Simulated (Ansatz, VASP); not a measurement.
# Sn: VASP beside Ansatz

```
Sn
1.0
    -1.71785    1.71821    2.24012
     1.71785   -1.71821    2.24012
     1.71785    1.71821   -2.24012
Sn
1
Direct
  0.00000 0.00000 0.00000
```

Alike in both runs: functional PBEsol; k mesh 22 × 22 × 22; occupations gaussian, width 0.1 eV; no spin polarisation.

Ansatz relaxed the structure, and its values are those at the end. VASP's run is a single point on that final structure, the one shown.

|  | VASP | Ansatz |
| --- | --- | --- |
| version | VASP 6.6.1 | Ansatz 0.2.0 |
| potentials or method | VASP PAW PBE potentials, release 64 (Sn_d), cutoff 520 eV | scalar-relativistic, plane waves, PAW |
| valence electrons in the cell | 14 | 14 |

```tsv
	VASP	Ansatz	Ansatz less VASP
gap on the k mesh at the Fermi level (eV)	none	none	-
pressure (GPa)	0.0	0.0	+0.03
```

VASP's potentials were made for PBE, not for PBEsol. A gap of «none» marks a metal or a gap that the smearing closes.
